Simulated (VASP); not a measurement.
# Te (P6/mmm) in VASP: notebook

Runs on Te. Level: PBE. Tasks: relaxation of cell and atoms, single point.

All numbers are computed with VASP 6.6.1; they aren't measurements. Logs are shortened: lines on timing, memory, paths and dates and some standing lists are left out, and cuts for length are marked.

**1. The cell of the first run**

It takes space group P6/mmm (No. 191, hexagonal). The conventional cell has a = 5.093 Å, b = 5.093 Å, c = 5.729 Å, α = 90.00°, β = 90.00°, γ = 120.00°. Within 3.9 Å of Te (site symmetry -6m2) lie 3 Te at 2.94 Å.

This isn't the form of Te at room conditions, which is trigonal, of chains.

**2. Relaxation of cell and atoms, PBE**

Contents of INCAR:

```
SYSTEM = Te
PREC = Accurate
ENCUT = 500
EDIFF = 1E-7
ISMEAR = 0
SIGMA = 0.1
LREAL = .False.
LASPH = .True.
NELM = 120
ALGO = Normal
ISIF = 3
LWAVE = .False.
LCHARG = .False.
GGA = PE
IBRION = 2
NSW = 90
EDIFFG = -0.04
GGA_COMPAT = .False.
NELMIN = 4
```

Contents of KPOINTS:

```
Automatic mesh
0
Gamma
  6 6 4
  0 0 0
```

Contents of POSCAR:

```
Te
1.0
    5.0933955311      0.0000000000      0.0000000000
   -2.5466977656      4.4110099215      0.0000000000
    0.0000000000      0.0000000000      5.7291394258
Te
2
Direct
    0.3333333333      0.6666666667      0.0000000000
    0.6666666667      0.3333333333      0.0000000000
```

Potentials or basis: VASP PAW PBE potentials, release 64 (Te).

Run with:

```console
cat potpaw_PBE.64/Te/POTCAR > POTCAR
mpirun -np 1 vasp_std > vasp.out
```

OUTCAR:

```text
SYSTEM = Te
   PREC = Accurate
   ENCUT = 500
   EDIFF = 1E-7
   ISMEAR = 0
   LREAL = .False.
   LASPH = .True.
   NELM = 120
   ISIF = 3
   GGA = PE
   IBRION = 2
   NSW = 90
   EDIFFG = -0.04
   NELMIN = 4

 ion  position               nearest neighbor table
   1  0.333  0.667  0.000-   2 2.94   2 2.94   2 2.94
   2  0.667  0.333  0.000-   1 2.94   1 2.94   1 2.94

  LATTYP: Found a hexagonal cell.
 ALAT       =     5.0933955311
 C/A-ratio  =     1.1248173033

  Lattice vectors:

 A1 = (   5.0933955311,   0.0000000000,   0.0000000000)
 A2 = (  -2.5466977656,   4.4110099215,   0.0000000000)
 A3 = (   0.0000000000,   0.0000000000,   5.7291394258)

Analysis of symmetry for initial positions (statically):
=====================================================================
 Subroutine PRICEL returns:
 Original cell was already a primitive cell.

 Routine SETGRP: Setting up the symmetry group for a
 hexagonal supercell.

 Subroutine GETGRP returns: Found 24 space group operations
 (whereof 24 operations were pure point group operations)
 out of a pool of 24 trial point group operations.

The static configuration has the point symmetry D_6h.

Analysis of symmetry for dynamics (positions and initial velocities):
=====================================================================
 Subroutine PRICEL returns:
 Original cell was already a primitive cell.

 Routine SETGRP: Setting up the symmetry group for a
 hexagonal supercell.

 Subroutine GETGRP returns: Found 24 space group operations
 (whereof 24 operations were pure point group operations)
 out of a pool of 24 trial point group operations.

The dynamic configuration has the point symmetry D_6h.

 Subroutine INISYM returns: Found 24 space group operations
 (whereof 24 operations are pure point group operations),
 and found     1 'primitive' translations

----------------------------------------------------------------------------------------

                                     Primitive cell

  volume of cell :     128.7167

  direct lattice vectors                    reciprocal lattice vectors
     5.093395531  0.000000000  0.000000000     0.196332681  0.113352726  0.000000000
    -2.546697766  4.411009921  0.000000000     0.000000000  0.226705452  0.000000000
[... 85 lines left out ...]
   IBRION =      2    ionic relax: 0-MD 1-quasi-New 2-CG
   NFREE  =      1    steps in history (QN), initial steepest desc. (CG)
   ISIF   =      3    stress and relaxation
   ISYM   =      2    0-nonsym 1-usesym 2-fastsym
   POTIM  = 0.5000    time-step for ionic-motion
   TEBEG  =    0.0;   TEEND  =   0.0 temperature during run
   PSTRESS=    0.0 pullay stress
   NELECT =      12.0000    total number of electrons
   NUPDOWN=      -1.0000    fix difference up-down
   EMIN   =  10.00;   EMAX   =-10.00  energy-range for DOS
   EFERMI =   0.00;   METHOD = LEGACY
   ISMEAR =     0;   SIGMA  =   0.10  broadening in eV -4-tet -1-fermi 0-gaus
   EFERMI_NEDOS =   21; number of points for ismear=-14 and -15
   IALGO  =     38    algorithm
   IMIX   =      4    mixing-type and parameters
     AMIX     =   0.40;   BMIX     =  1.00
     AMIX_MAG =   1.60;   BMIX_MAG =  1.00
  volume/ion in A,a.u.               =      64.36       434.31
  Fermi-wavevector in a.u.,A,eV,Ry     =   0.742319  1.402779  7.497311  0.551037
  Thomas-Fermi vector in A             =   1.837169
   LORBIT       =      0    0 simple, 1 ext, 2 COOP (PROOUT), +10 PAW based schemes
   GGA     = PE    functional components
   LHFCALC =     F    Hartree Fock is set to
   AEXX    =    0.0000 exact exchange contribution
   IVDW    =     0    specifies the selected vdW correction
   LEPSILON=     F    determine dielectric tensor
   LRPA    =     F    only Hartree local field effects (RPA)
 conjugate gradient relaxation of ions
 non-spin polarized calculation
 Gauss-broadening in eV      SIGMA  =   0.10
  energy-cutoff  :      500.00
  volume of cell :      128.72
 maximum number of plane-waves:      3308
 NGX is ok and might be reduce to    40
   NGX = 19   NGY = 19   NGZ = 21

 number of electron      11.9999999 magnetization

 Free energy of the ion-electron system (eV)
  ---------------------------------------------------
  ext. energy  EPLUGINS =         0.00000000
  ---------------------------------------------------
  free energy    TOTEN  =        -5.39468677 eV

  energy without entropy =       -5.37448639  energy(sigma->0) =       -5.38458658

 E-fermi :   0.9152     XC(G=0):  -6.0204

 val. band max:        0.9061430319   @ k =   0.0000   0.0000   0.0000
 cond. band min:       0.9178799093   @ k =   0.0000   0.0000   0.2500
 fundamental gap:      0.0117368774
 Fermi energy:         0.9151632102

 k-point     1 :       0.0000    0.0000    0.0000
  band No.  band energies     occupation
      1     -12.0530      2.00000
      2      -7.6960      2.00000
      3      -3.1475      2.00000
      4      -3.1475      2.00000
      5      -2.0089      2.00000
      6       0.9061      1.10151
      7       0.9061      1.10151
      8       1.5983      0.00000
      9       3.9600      0.00000
     10       6.2888      0.00000
[... 248 lines left out ...]
 k-point    21 :       0.3333    0.3333    0.5000
  band No.  band energies     occupation
      1     -10.4865      2.00000
      2     -10.4865      2.00000
      3      -4.2730      2.00000
      4      -0.8022      2.00000
      5      -0.8022      2.00000
      6       0.1727      2.00000
      7       0.1727      2.00000
      8       4.6735      0.00000
      9       4.8601      0.00000
     10       5.1985      0.00000

------------------------ aborting loop because EDIFF is reached ----------------------------------------

  FORCE on cell =-STRESS in cart. coord.  units (eV):
  Direction    XX          YY          ZZ          XY          YZ          ZX
  --------------------------------------------------------------------------------------
  -------------------------------------------------------------------------------------
  Total        0.0634462      0.0634462     -0.0320971     -0.0000000      0.0000000     -0.0000000
  in kB        0.7897346      0.7897346     -0.3995225     -0.0000000      0.0000000     -0.0000000
  external PRESSURE =       0.3933156 kB  Pullay stress =       0.0000000 kB

 VOLUME and BASIS-vectors are now :
 -----------------------------------------------------------------------------
  energy-cutoff  :      500.00
  volume of cell :      128.72
      direct lattice vectors                 reciprocal lattice vectors
     5.093395531  0.000000000  0.000000000     0.196332681  0.113352726  0.000000000
    -2.546697766  4.411009921  0.000000000     0.000000000  0.226705452  0.000000000
     0.000000000  0.000000000  5.729139426     0.000000000  0.000000000  0.174546284

 POSITION                                       TOTAL-FORCE (eV/Angst)
 -----------------------------------------------------------------------------------
     -0.00000      2.94067      0.00000        -0.000000      0.000000      0.000000
      2.54670      1.47034      0.00000         0.000000     -0.000000      0.000000
 -----------------------------------------------------------------------------------
    total drift:                               -0.000000      0.000000      0.000000

  FREE ENERGIE OF THE ION-ELECTRON SYSTEM (eV)
  ---------------------------------------------------
  free  energy   TOTEN  =        -5.3946867676 eV

  energy  without entropy=       -5.3744863937  energy(sigma->0) =       -5.38458658

 reached required accuracy - stopping structural energy minimisation
```

OSZICAR:

```text
N       E                     dE             d eps       ncg     rms          rms(c)
DAV:   1     0.555849706629E+02    0.55585E+02   -0.40132E+03   420   0.854E+02
DAV:   2    -0.179835957729E+01   -0.57383E+02   -0.56344E+02   694   0.126E+02
DAV:   3    -0.543906063312E+01   -0.36407E+01   -0.36284E+01   520   0.385E+01
DAV:   4    -0.551650853152E+01   -0.77448E-01   -0.77412E-01   510   0.671E+00
DAV:   5    -0.551792706419E+01   -0.14185E-02   -0.14185E-02   608   0.923E-01    0.811E+00
DAV:   6    -0.541606236068E+01    0.10186E+00   -0.14485E-01   466   0.148E+00    0.535E+00
DAV:   7    -0.539416108930E+01    0.21901E-01   -0.81860E-02   472   0.147E+00    0.399E-01
DAV:   8    -0.539442855920E+01   -0.26747E-03   -0.17951E-03   522   0.353E-01    0.132E-01
DAV:   9    -0.539473250833E+01   -0.30395E-03   -0.93848E-04   462   0.194E-01    0.178E-01
DAV:  10    -0.539468943882E+01    0.43070E-04   -0.12501E-04   452   0.701E-02    0.297E-02
DAV:  11    -0.539468567212E+01    0.37667E-05   -0.36415E-05   446   0.381E-02    0.489E-03
DAV:  12    -0.539468746993E+01   -0.17978E-05   -0.83777E-06   454   0.186E-02    0.150E-02
DAV:  13    -0.539468687493E+01    0.59500E-06   -0.13416E-06   466   0.702E-03    0.414E-03
DAV:  14    -0.539468676225E+01    0.11268E-06   -0.10194E-07   284   0.221E-03    0.888E-04
DAV:  15    -0.539468676764E+01   -0.53858E-08   -0.14176E-08   236   0.109E-03
   1 F= -.53946868E+01 E0= -.53845866E+01  d E =-.539469E+01
```

CONTCAR:

```text
Te
   1.00000000000000
     5.0933955310999997    0.0000000000000000    0.0000000000000000
    -2.5466977655999998    4.4110099214999998    0.0000000000000000
     0.0000000000000000    0.0000000000000000    5.7291394257999997
  Te
     2
Direct
     0.3333333332999970    0.6666666667000030    0.0000000000000000
     0.6666666667000030    0.3333333332999970    0.0000000000000000

  0.00000000E+00  0.00000000E+00  0.00000000E+00
  0.00000000E+00  0.00000000E+00  0.00000000E+00
```

Wall time 22 s (1 thread of Intel Xeon Platinum 8375C at 2.90GHz (Ice Lake), shared host); peak memory 0.23 GiB.

What came out:

```
Free energy             : -5.3947 eV
Pressure after relaxing : 0.0 GPa
Band gap on the k mesh  : zero (bands 6 and 7 overlap by 0.81 eV)
```

Final structure:
```
CELL_PARAMETERS angstrom
5.09340 0.00000 0.00000
-2.54670 4.41101 0.00000
0.00000 0.00000 5.72914
ATOMIC_POSITIONS crystal
Te 0.33333 0.66667 0.00000
Te 0.66667 0.33333 0.00000
```

Caveat: the relaxation moved the vacuum too, so the length across it says nothing of the material; spin-orbit coupling is left out, which moves the levels of the heavy elements.

**3. Single point, PBE**

This run uses another cell than the first one, of 40.61 Å³/atom.

Contents of INCAR:

```
SYSTEM = Te
ALGO     = Normal         ! electronic algorithm
EDIFF    = 1E-6           ! SCF threshold, eV
ENCUT    = 500            ! plane-wave cutoff, eV
GGA      = PE             ! functional
GGA_COMPAT= .False.      
ISIF     = 2              ! what is computed and relaxed
ISMEAR   = 0              ! smearing method
LASPH    = .True.         ! aspherical terms in the spheres
LCHARG   = .False.        ! write CHGCAR
LREAL    = .False.        ! projectors in reciprocal space
LWAVE    = .False.        ! write WAVECAR
NBANDS   = 13             ! bands
NELM     = 120            ! most SCF steps
PREC     = Accurate       ! precision mode
SIGMA    = 0.1            ! smearing width, eV
```

Contents of KPOINTS:

```
k-points
0
Gamma
  12 12 10
  0 0 0
```

Contents of POSCAR:

```
Te
1.0
    5.5331136704      0.0000000000      0.0000000000
   -2.7665568352      4.7918170005      0.0000000000
    0.0000000000      0.0000000000      3.0629737038
Te
2
Direct
    0.3333333333      0.6666666667      0.0000000000
    0.6666666667      0.3333333333      0.0000000000
```

Potentials or basis: VASP PAW PBE potentials, release 64 (Te).

Run with:

```console
cat potpaw_PBE.64/Te/POTCAR > POTCAR
mpirun -np 1 vasp_std > vasp.out
```

It took 60 s on 1 thread of Intel Xeon Platinum 8375C at 2.90GHz (Ice Lake), shared host; peak memory 0.24 GiB.

It converged, with:

```yaml
Free_energy: -5.8533 eV
Pressure: 0.0 GPa
Band_gap_on_the_k_mesh: zero (bands 6 and 7 overlap by 2.45 eV)
```

Levels at points of the mesh, in eV from the Fermi level:
| k point | band 3 | band 4 | band 5 | band 6 | band 7 | band 8 | band 9 | band 10 |
| --- | --- | --- | --- | --- | --- | --- | --- | --- |
| (0.00, 0.00, 0.00) | -4.36 | -4.36 | -1.11 | -1.11 | 2.51 | 3.68 | 4.51 | 7.48 |
| (0.50, 0.00, 0.00) | -4.83 | -3.66 | -0.73 | 0.48 | 3.08 | 3.72 | 4.09 | 5.79 |
| (0.00, 0.00, 0.50) | -5.85 | -3.69 | -2.52 | -2.52 | 0.89 | 0.89 | 4.20 | 4.20 |
| (0.50, 0.00, 0.50) | -5.24 | -4.56 | -2.95 | -1.61 | 1.17 | 2.28 | 3.58 | 3.92 |

Caveat: spin-orbit coupling is left out, which moves the levels of the heavy elements.
